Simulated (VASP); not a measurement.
# Ta (Im-3m) in VASP: a series of runs

The runs below take Ta through relaxation of cell and atoms, single point, with PBEsol-based screened hybrid with 25 % exact exchange, r2SCANh.

Program: VASP 6.6.1. These are calculated values, not measurements. Logs are shortened: lines on timing, memory, paths and dates and some standing lists are left out, and cuts for length are marked.

## 1. The cell of the first run

The structure is cubic, space group Im-3m (No. 229). The conventional cell has a = 3.303 Å, b = 3.303 Å, c = 3.303 Å, α = 90.00°, β = 90.00°, γ = 90.00°. Ta (site symmetry m-3m) has 14 Ta at 2.86 to 3.30 Å within 3.8 Å.

## 2. Relaxation of cell and atoms, PBEsol-based screened hybrid with 25 % exact exchange

POSCAR reads:

```
Ta
1.0
   -1.6512800000      1.6512800000      1.6512800000
    1.6512800000     -1.6512800000      1.6512800000
    1.6512800000      1.6512800000     -1.6512800000
Ta
1
Direct
    0.0000000000      0.0000000000      0.0000000000
```

INCAR.step1 reads:

```
SYSTEM = Ta
PREC     = Accurate       ! precision mode
ENCUT    = 600            ! plane-wave cutoff, eV
EDIFF    = 1E-5           ! SCF threshold, eV
ISMEAR   = -1             ! smearing method
SIGMA    = 0.05           ! smearing width, eV
LREAL    = .False.        ! projectors in reciprocal space
LASPH    = .True.         ! aspherical terms in the spheres
NELM     = 60             ! most SCF steps
ALGO     = Normal         ! electronic algorithm
LWAVE    = .True.         ! write WAVECAR
LCHARG   = .False.        ! write CHGCAR
GGA      = PE             ! functional
NBANDS   = 12             ! bands
```

INCAR.step2 reads:

```
SYSTEM = Ta
PREC     = Accurate       ! precision mode
ENCUT    = 600            ! plane-wave cutoff, eV
EDIFF    = 1E-7           ! SCF threshold, eV
ISMEAR   = -1             ! smearing method
SIGMA    = 0.05           ! smearing width, eV
LREAL    = .False.        ! projectors in reciprocal space
LASPH    = .True.         ! aspherical terms in the spheres
NELM     = 60             ! most SCF steps
ALGO     = Normal         ! electronic algorithm
ISIF     = 3              ! what is computed and relaxed
LWAVE    = .False.        ! write WAVECAR
LCHARG   = .False.        ! write CHGCAR
GGA      = PS             ! functional
LHFCALC  = .True.         ! exact exchange
AEXX     = 0.25           ! exact-exchange fraction
HFSCREEN = 0.207          ! screening, 1/A
PRECFOCK = Normal       
IBRION   = 2              ! ionic algorithm
NSW      = 60             ! ionic steps
EDIFFG   = -0.01          ! ionic threshold
ISTART   = 1
```

KPOINTS reads:

```
Automatic mesh
0
Gamma
  6 6 6
  0 0 0
```

Potentials or basis: VASP PAW PBE potentials, release 64 (Ta_pv).

Started as:

```console
$ cat potpaw_PBE.64/Ta_pv/POTCAR > POTCAR
$ cp INCAR.step1 INCAR
$ mpirun -np 1 vasp_std > vasp.out
$ cp INCAR.step2 INCAR
$ mpirun -np 1 vasp_std > vasp.out
```

OUTCAR:

```text
SYSTEM = Ta
   PREC = Accurate
   ENCUT = 600
   EDIFF = 1E-7
   ISMEAR = -1
   LREAL = .False.
   LASPH = .True.
   NELM = 60
   ISIF = 3
   GGA = PS
   LHFCALC = .True.
   AEXX = 0.25
   HFSCREEN = 0.207
   PRECFOCK = Normal
   IBRION = 2
   NSW = 60
   EDIFFG = -0.01
   ISTART = 1

 ion  position               nearest neighbor table
   1  0.000  0.000  0.000-

  LATTYP: Found a body centered cubic cell.
 ALAT       =     3.3025600000

  Lattice vectors:

 A1 = (  -1.6512800000,   1.6512800000,   1.6512800000)
 A2 = (   1.6512800000,  -1.6512800000,   1.6512800000)
 A3 = (   1.6512800000,   1.6512800000,  -1.6512800000)

Analysis of symmetry for initial positions (statically):
=====================================================================
 Subroutine PRICEL returns:
 Original cell was already a primitive cell.

 Routine SETGRP: Setting up the symmetry group for a
 body centered cubic supercell.

 Subroutine GETGRP returns: Found 48 space group operations
 (whereof 48 operations were pure point group operations)
 out of a pool of 48 trial point group operations.

The static configuration has the point symmetry O_h .

Analysis of symmetry for dynamics (positions and initial velocities):
=====================================================================
 Subroutine PRICEL returns:
 Original cell was already a primitive cell.

 Routine SETGRP: Setting up the symmetry group for a
 body centered cubic supercell.

 Subroutine GETGRP returns: Found 48 space group operations
 (whereof 48 operations were pure point group operations)
 out of a pool of 48 trial point group operations.

The dynamic configuration has the point symmetry O_h .

 Subroutine INISYM returns: Found 48 space group operations
 (whereof 48 operations are pure point group operations),
 and found     1 'primitive' translations

----------------------------------------------------------------------------------------

                                     Primitive cell

  volume of cell :      18.0104

  direct lattice vectors                    reciprocal lattice vectors
    -1.651280000  1.651280000  1.651280000     0.000000000  0.302795407  0.302795407
     1.651280000 -1.651280000  1.651280000     0.302795407  0.000000000  0.302795407
     1.651280000  1.651280000 -1.651280000     0.302795407  0.302795407  0.000000000

  length of vectors
     2.860100858  2.860100858  2.860100858     0.428217371  0.428217371  0.428217371

  position of ions in fractional coordinates (direct lattice)
     0.000000000  0.000000000  0.000000000

  ion indices of the primitive-cell ions
   primitive index   ion index
                 1           1

----------------------------------------------------------------------------------------

 KPOINTS: Automatic mesh

Automatic generation of k-mesh.
 Grid dimensions read from file:
 generate k-points for:    6    6    6

 Generating k-lattice:

  Cartesian coordinates                     Fractional coordinates (reciprocal lattice)
     0.000000000  0.050465901  0.050465901     0.166666667  0.000000000  0.000000000
     0.050465901  0.000000000  0.050465901     0.000000000  0.166666667  0.000000000
     0.050465901  0.050465901  0.000000000     0.000000000  0.000000000  0.166666667

  Length of vectors
     0.071369562  0.071369562  0.071369562

  Shift w.r.t. Gamma in fractional coordinates (k-lattice)
     0.000000000  0.000000000  0.000000000

 Subroutine IBZKPT returns following result:
 ===========================================

 Found     16 irreducible k-points:

 Following reciprocal coordinates:
            Coordinates               Weight
  0.000000  0.000000  0.000000      1.000000
  0.166667  0.000000  0.000000     12.000000
  0.333333  0.000000  0.000000     12.000000
  0.500000  0.000000  0.000000      6.000000
  0.166667  0.166667  0.000000     24.000000
  0.333333  0.166667  0.000000     48.000000
[... 8 lines left out ...]
  0.500000  0.500000  0.333333     12.000000
  0.500000  0.500000  0.500000      1.000000
   k-points           NKPTS =     16   k-points in BZ     NKDIM =    216   number of bands    NBANDS=      9
   number of dos      NEDOS =    301   number of ions     NIONS =      1
   total plane-waves  NPLWV =  13824
   dimension x,y,z NGX =    24 NGY =   24 NGZ =   24
   dimension x,y,z NGXF=    48 NGYF=   48 NGZF=   48
   ions per type =               1
   NGX,Y,Z   is equivalent  to a cutoff of  13.95, 13.95, 13.95 a.u.
   NGXF,Y,Z  is equivalent  to a cutoff of  27.90, 27.90, 27.90 a.u.
 SYSTEM =  Ta
   PREC   = accura    normal or accurate (medium, high low for compatibility)
   ISTART =      1    job   : 0-new  1-cont  2-samecut
   ICHARG =      0    charge: 1-file 2-atom 10-const
   ISPIN  =      1    spin polarized calculation?
   LNONCOLLINEAR =      F non collinear calculations
   LSORBIT =      F    spin-orbit coupling
   LASPH  =      T    aspherical Exc in radial PAW
   ENCUT  =  600.0 eV  44.10 Ry    6.64 a.u.   5.71  5.71  5.71*2*pi/ulx,y,z
   NELM   =     60;   NELMIN=  2; NELMDL=  0     # of ELM steps
   EDIFF  = 0.1E-06   stopping-criterion for ELM
   LREAL  =      F    real-space projection
   EDIFFG = -.1E-01   stopping-criterion for IOM
   NSW    =     60    number of steps for IOM
   IBRION =      2    ionic relax: 0-MD 1-quasi-New 2-CG
   NFREE  =      1    steps in history (QN), initial steepest desc. (CG)
   ISIF   =      3    stress and relaxation
   ISYM   =      3    0-nonsym 1-usesym 2-fastsym
   POTIM  = 0.5000    time-step for ionic-motion
   TEBEG  =    0.0;   TEEND  =   0.0 temperature during run
   PSTRESS=    0.0 pullay stress
   NELECT =      11.0000    total number of electrons
   NUPDOWN=      -1.0000    fix difference up-down
   EMIN   =  10.00;   EMAX   =-10.00  energy-range for DOS
   EFERMI =   0.00;   METHOD = LEGACY
   ISMEAR =    -1;   SIGMA  =   0.05  broadening in eV -4-tet -1-fermi 0-gaus
   EFERMI_NEDOS =   21; number of points for ismear=-14 and -15
   IALGO  =     38    algorithm
   IMIX   =      1    mixing-type and parameters
     AMIX     =   0.40;   BMIX     =  1.00
     AMIX_MAG =   1.60;   BMIX_MAG =  1.00
  volume/ion in A,a.u.               =      18.01       121.54
  Fermi-wavevector in a.u.,A,eV,Ry     =   1.388988  2.624806 26.249534  1.929286
  Thomas-Fermi vector in A             =   2.513061
   LORBIT       =      0    0 simple, 1 ext, 2 COOP (PROOUT), +10 PAW based schemes
   GGA     = PS    functional components
   LHFCALC =     T    Hartree Fock is set to
   PRECFOCK=normal    Normal, Fast or Accurate (Low or Medium for compatibility)
   ENCUT4O =  -1.0   cutoff for four orbital integrals eV
   NKREDX  =     1    reduce k-point grid by
   NKREDY  =     1    reduce k-point grid by
   NKREDZ  =     1    reduce k-point grid by
   AEXX    =    0.2500 exact exchange contribution
   HFSCREEN=    0.2070 screening length (either q_TF or 0.3 A-1)
   HFSCREENC=   0.2070 screening length for correlation (either q_TF or 0.3 A-1)
   ENCUTFOCK=  -1.0 apply spherical cutoff to Coloumb kernel
   IVDW    =     0    specifies the selected vdW correction
   LEPSILON=     F    determine dielectric tensor
   LRPA    =     F    only Hartree local field effects (RPA)
 conjugate gradient relaxation of ions
 non-spin polarized calculation
  energy-cutoff  :      600.00
  volume of cell :       18.01
 maximum number of plane-waves:       614
  NGX = 18; NGY = 18; NGZ = 18

--------------------------------------- Ionic step        1  -------------------------------------------

 number of electron      11.0000002 magnetization

 Free energy of the ion-electron system (eV)
  ---------------------------------------------------
  ext. energy  EPLUGINS =         0.00000000
  ---------------------------------------------------
  free energy    TOTEN  =       -13.92443501 eV

  energy without entropy =      -13.90718167  energy(sigma->0) =      -13.91580834

------------------------ aborting loop because EDIFF is reached ----------------------------------------

  FORCE on cell =-STRESS in cart. coord.  units (eV):
  Direction    XX          YY          ZZ          XY          YZ          ZX
  --------------------------------------------------------------------------------------
  -------------------------------------------------------------------------------------
  Total       -0.1324238     -0.1324238     -0.1324238     -0.0000000      0.0000000     -0.0000000
  in kB      -11.7802468    -11.7802468    -11.7802468     -0.0000000      0.0000000     -0.0000000
  external PRESSURE =     -11.7802468 kB  Pullay stress =       0.0000000 kB

 VOLUME and BASIS-vectors are now :
 -----------------------------------------------------------------------------
  energy-cutoff  :      600.00
  volume of cell :       18.01
      direct lattice vectors                 reciprocal lattice vectors
    -1.651280000  1.651280000  1.651280000     0.000000000  0.302795407  0.302795407
     1.651280000 -1.651280000  1.651280000     0.302795407  0.000000000  0.302795407
     1.651280000  1.651280000 -1.651280000     0.302795407  0.302795407  0.000000000
[... 36 lines left out ...]
 POSITION                                       TOTAL-FORCE (eV/Angst)
 -----------------------------------------------------------------------------------
      1.64073      1.64073      1.64073         0.000000      0.000000     -0.000000
 -----------------------------------------------------------------------------------
    total drift:                                0.000000     -0.000000     -0.000000

  FREE ENERGIE OF THE ION-ELECTRON SYSTEM (eV)
  ---------------------------------------------------
  free  energy   TOTEN  =       -13.9228239546 eV

  energy  without entropy=      -13.9052929702  energy(sigma->0) =      -13.91405846

--------------------------------------- Ionic step        3  -------------------------------------------

 number of electron      11.0000002 magnetization

 Free energy of the ion-electron system (eV)
  ---------------------------------------------------
  ext. energy  EPLUGINS =         0.00000000
  ---------------------------------------------------
  free energy    TOTEN  =       -13.92482636 eV

  energy without entropy =      -13.90740260  energy(sigma->0) =      -13.91611448

 E-fermi :   5.0583     XC(G=0): -10.4104

 val. band max:        5.0132324529   @ k =  -0.3333   0.5000   0.1667
 cond. band min:       5.1188946185   @ k =   0.3333   0.0000   0.0000
 fundamental gap:      0.1056621656
 Fermi energy:         5.0583314000

 k-point     1 :       0.0000    0.0000    0.0000
  band No.  band energies     occupation
      1     -30.2001      2.00000
      2     -30.2001      2.00000
      3     -30.2001      2.00000
      4      -3.8334      2.00000
      5       6.3851      0.00000
      6       6.3851      0.00000
      7       6.3851      0.00000
      8      10.0464      0.00000
      9      10.0464      0.00000

 k-point     2 :       0.1667    0.0000    0.0000
  band No.  band energies     occupation
      1     -30.5646      2.00000
      2     -30.3078      2.00000
      3     -30.2018      2.00000
      4      -2.5303      2.00000
      5       5.4851      0.00039
      6       5.8258      0.00000
      7       7.6651      0.00000
      8       9.2629      0.00000
      9      10.0503      0.00000
[... 188 lines left out ...]
 POSITION                                       TOTAL-FORCE (eV/Angst)
 -----------------------------------------------------------------------------------
      0.00000      0.00000      0.00000         0.000000      0.000000      0.000000
 -----------------------------------------------------------------------------------
    total drift:                                0.000000      0.000000      0.000000

  FREE ENERGIE OF THE ION-ELECTRON SYSTEM (eV)
  ---------------------------------------------------
  free  energy   TOTEN  =       -13.9248263623 eV

  energy  without entropy=      -13.9074026014  energy(sigma->0) =      -13.91611448

 reached required accuracy - stopping structural energy minimisation
```

Wall time 19 min (1 thread of Intel Xeon 6975P-C (Granite Rapids), shared host); peak memory 0.27 GiB.

What came out:

- Free energy: -13.9248 eV
- Relaxed volume: 17.90 Å³/atom
- Relaxed cell: a = 2.855 Å, b = 2.855 Å, c = 2.855 Å, α = 109.47°, β = 109.47°, γ = 109.47°
- Space group after relaxing (to 0.1 Å): Im-3m (No. 229)
- Energy gained by relaxing: 0.4 meV/atom
- Ionic steps: 3
- Pressure after relaxing: 0.0 GPa
- Band gap on the k mesh: zero (an odd number of electrons rules out a gap without spin polarisation)

Step by step:
```tsv
step	energy change (eV)	largest force (eV/Å)	pressure (GPa)	volume (Å³)
1	0.0000	0.0000	-1.18	18.01
2	0.0016	0.0000	2.73	17.67
3	-0.0004	0.0000	0.03	17.90
```

Final structure:
```
Ta
1.0
    -1.64805    1.64805    1.64805
     1.64805   -1.64805    1.64805
     1.64805    1.64805   -1.64805
Ta
1
Direct
  0.00000 0.00000 0.00000
```

Caveat: the k points lie up to 0.45 Å⁻¹ apart in the final cell, too coarse for converged energies and pressures of a metal; the PAW data sets were made with another functional, which shifts forces and pressure a little; spin-orbit coupling is left out, which moves the levels of the heavy elements.

## 3. Single point, r2SCANh (19.45 Å³/atom)

This run uses another cell than the first one, of 19.45 Å³/atom.

POSCAR reads:

```
Ta
1.0
   -1.6941894500      1.6941894500      1.6941894500
    1.6941894500     -1.6941894500      1.6941894500
    1.6941894500      1.6941894500     -1.6941894500
Ta
1
Direct
    0.0000000000      0.0000000000      0.0000000000
```

INCAR.step1 reads:

```
SYSTEM = Ta
PREC = Accurate
ENCUT = 440
EDIFF = 1E-5
ISMEAR = 0
SIGMA = 0.02
LREAL = .FALSE.
LASPH = .TRUE.
NELM = 120
ALGO = Normal
ISIF = 2
LWAVE = .TRUE.
LCHARG = .FALSE.
GGA = PE
NBANDS = 12
GGA_COMPAT = .FALSE.
```

INCAR.step2 reads:

```
SYSTEM = Ta
PREC = Accurate
ENCUT = 440
EDIFF = 1E-6
ISMEAR = 0
SIGMA = 0.02
LREAL = .FALSE.
LASPH = .TRUE.
NELM = 120
ALGO = Normal
ISIF = 2
LWAVE = .FALSE.
LCHARG = .FALSE.
METAGGA = R2SCAN
LHFCALC = .TRUE.
AEXX = 0.1
LMIXTAU = .TRUE.
PRECFOCK = Normal
ISTART = 1
NBANDS = 12
GGA_COMPAT = .FALSE.
```

KPOINTS reads:

```
regular mesh
0
G
  8 8 8
  0 0 0
```

Potentials or basis: VASP PAW PBE potentials, release 64 (Ta_pv).

Started as:

```console
$ cat potpaw_PBE.64/Ta_pv/POTCAR > POTCAR
$ cp INCAR.step1 INCAR
$ mpirun -np 1 vasp_std > vasp.out
$ cp INCAR.step2 INCAR
$ mpirun -np 1 vasp_std > vasp.out
```

It took 31 min on 1 thread of Intel Xeon Platinum 8259CL at 2.50GHz (Skylake/Cascade Lake), shared host; peak memory 0.15 GiB.

The run converged. Its results:

```yaml
Free_energy: -46.1325 eV
Pressure: -15.4 GPa
Band_gap_on_the_k_mesh: zero (an odd number of electrons rules out a gap without spin polarisation)
```

Levels at points of the mesh, in eV from the Fermi level:
```
           k point  band 3  band 4  band 5  band 6  band 7  band 8
(0.00, 0.00, 0.00)  -35.54   -8.63    1.07    1.07    1.07    4.45
(0.50, 0.00, 0.00)  -35.55   -4.66   -1.65    1.16    4.26    5.26
(0.50, 0.50, 0.50)  -36.24   -3.89   -3.89    6.93    6.93    6.93
```

Caveat: the cell stands under tension; the PAW data sets were made with another functional, which shifts forces and pressure a little; spin-orbit coupling is left out, which moves the levels of the heavy elements.
